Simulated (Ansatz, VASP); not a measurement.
**Al6H: VASP beside Ansatz**

INCAR

```
SYSTEM = Al6H
PREC     = Accurate       ! precision mode
ENCUT    = 520            ! plane-wave cutoff, eV
EDIFF    = 1E-7           ! SCF threshold, eV
ISMEAR   = 0              ! smearing method
SIGMA    = 0.1            ! smearing width, eV
LREAL    = .False.        ! projectors in reciprocal space
LASPH    = .True.         ! aspherical terms in the spheres
NELM     = 60             ! most SCF steps
ALGO     = Normal         ! electronic algorithm
ISIF     = 2              ! what is computed and relaxed
LWAVE    = .False.        ! write WAVECAR
LCHARG   = .False.        ! write CHGCAR
LDIPOL   = .True.       
IDIPOL   = 3            
DIPOL    = 0.5 0.5 0.295
GGA      = PE             ! functional
NBANDS   = 32             ! bands
```

Contents of KPOINTS:

```
regular mesh
0
Gamma
  5 5 1
  0 0 0
```

File POSCAR:

```
Al6H
1.0
    5.7135165837      0.0000000000      0.0000000000
    0.0000000000      5.7135165837      0.0000000000
    0.0000000000      0.0000000000     22.1746954375
Al H
12 2
Direct
    0.2500000000      0.2500000000      0.1803857921
    0.2500000000      0.7500000000      0.1803857921
    0.7500000000      0.2500000000      0.1803857921
    0.7500000000      0.7500000000      0.1803857921
    0.0000000000      0.0000000000      0.2744050924
    0.0000000000      0.5000000000      0.2744050924
    0.5000000000      0.0000000000      0.2744050924
    0.5000000000      0.5000000000      0.2744050924
    0.2500000000      0.2500000000      0.3686497278
    0.2500000000      0.7500000000      0.3686497278
    0.7500000000      0.2500000000      0.3686497278
    0.7500000000      0.7500000000      0.3686497278
    0.0000000000     -0.1033514109      0.4178048562
    0.0000000000      0.1033514109      0.4178048562
```

Input for Ansatz:

```yaml
crystal:
  lattice:
    - [5.7135165837, 0.0, 0.0]
    - [0.0, 5.7135165837, 0.0]
    - [0.0, 0.0, 22.1746954375]
  atoms:
    - { symbol: Al, position: [0.25, 0.25, 0.1803857921] }
    - { symbol: Al, position: [0.25, 0.75, 0.1803857921] }
    - { symbol: Al, position: [0.75, 0.25, 0.1803857921] }
    - { symbol: Al, position: [0.75, 0.75, 0.1803857921] }
    - { symbol: Al, position: [0.0, 0.0, 0.2744050924] }
    - { symbol: Al, position: [0.0, 0.5, 0.2744050924] }
    - { symbol: Al, position: [0.5, 0.0, 0.2744050924] }
    - { symbol: Al, position: [0.5, 0.5, 0.2744050924] }
    - { symbol: Al, position: [0.25, 0.25, 0.3686497278] }
    - { symbol: Al, position: [0.25, 0.75, 0.3686497278] }
    - { symbol: Al, position: [0.75, 0.25, 0.3686497278] }
    - { symbol: Al, position: [0.75, 0.75, 0.3686497278] }
    - { symbol: H, position: [0.0, -0.1033514109, 0.4178048562] }
    - { symbol: H, position: [0.0, 0.1033514109, 0.4178048562] }
basis:
  ecutwfc: 420
kpoints:
  mp_grid: { grid: [5, 5, 1] }
hamiltonian:
  xc: pbe
  pseudopotentials: { kind: paw, azcp: { folder: soft_1 } }
scf:
  occupations: { method: gaussian, width: 0.1 }
output:
  forces: true
  eigenvalues: true
  write_density: true
  write_potential: true
  elf: true
  volumetric_format: npy
efield:
  axis: 3
  dipole_correction: true
  ramp_width: 0.04
```

Alike in both runs: task single point; functional PBE; k mesh 5 × 5 × 1; occupations gaussian, width 0.1 eV; no spin polarisation.

|  | VASP | Ansatz |
| --- | --- | --- |
| version | VASP 6.6.1 | Ansatz 0.2.0 |
| potentials or method | VASP PAW PBE potentials, release 64 (Al, H), cutoff 520 eV | scalar-relativistic, plane waves, PAW |
| valence electrons in the cell | 38 | 38 |

|  | VASP | Ansatz | Ansatz less VASP |
| --- | --- | --- | --- |
| gap on the k mesh at the Fermi level (eV) | none | none | - |
| rms of the force components (eV/Å) | 0.134 | 0.134 | +0.0001 |

Atom by atom the forces differ by 0.001 eV/Å (rms over components). A gap of «none» marks a metal or a gap that the smearing closes. The functional is the same, so the differences come from potentials, cutoffs and numerics. Ansatz's warnings: xc potential rough in thin density.
